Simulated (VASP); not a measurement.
Wanted: the native input for a VASP 6.6.1 run.

| Property | Result |
| --- | --- |
| Task | single point |
| Functional | LDA |
| Potentials or basis | VASP PAW LDA potentials, release 64 (Bi_d, Te) |
| Cutoff | 520 eV |
| k mesh | 6 × 6 × 6 |
| Occupations | fermi-dirac, width 0.02 eV |
| Spin | no spin polarisation |
| Dipole correction | no |
| Further INCAR settings | ALGO = Normal; EDIFF = 1e-06; NBANDS = 32 |

The structure of Bi2Te3 (Tellurobismuthite) lies in POSCAR:

```
Bi2Te3
1.0
    2.1766117054      1.2566673541      9.9622981091
   -2.1766117054      1.2566673541      9.9622981091
    0.0000000000     -2.5133347081      9.9622981091
Bi Te
2 3
Direct
    0.4001762282      0.4001762282      0.4001762282
    0.5998237718      0.5998237718      0.5998237718
    0.0000000000      0.0000000000      0.0000000000
    0.2090115579      0.2090115579      0.2090115579
    0.7909884421      0.7909884421      0.7909884421
```

One way to write it, as run:

INCAR

```
PREC     = Accurate       # precision mode
ENCUT    = 520            # plane-wave cutoff, eV
EDIFF    = 1E-6           # SCF threshold, eV
ISMEAR   = -1             # smearing method
SIGMA    = 0.02           # smearing width, eV
LREAL    = False          # projectors in reciprocal space
LASPH    = True           # aspherical terms in the spheres
NELM     = 100            # most SCF steps
ALGO     = Normal         # electronic algorithm
ISIF     = 2              # what is computed and relaxed
LWAVE    = False          # write WAVECAR
LCHARG   = False          # write CHGCAR
GGA      = CA             # functional
NBANDS   = 32             # bands
```

KPOINTS

```
regular mesh
0
Gamma
  6 6 6
```

Potentials or basis: VASP PAW LDA potentials, release 64 (Bi_d, Te).

Launch:

```console
$ cat potpaw_LDA.64/Bi_d/POTCAR potpaw_LDA.64/Te/POTCAR > POTCAR
$ mpirun -np 1 vasp_std > vasp.out
```

Results of the run:

```json
{
  "Pressure": "0.1 GPa",
  "Largest force": "0.036 eV/Å",
  "Band gap on the k mesh": "0.14 eV, direct"
}
```

Caveat: spin-orbit coupling is left out, which moves the levels of the heavy elements.

It took 6.6 min on 1 thread of Intel(R) Xeon(R) 6975P-C (Granite Rapids) (shared host), peak memory 0.73 GiB.
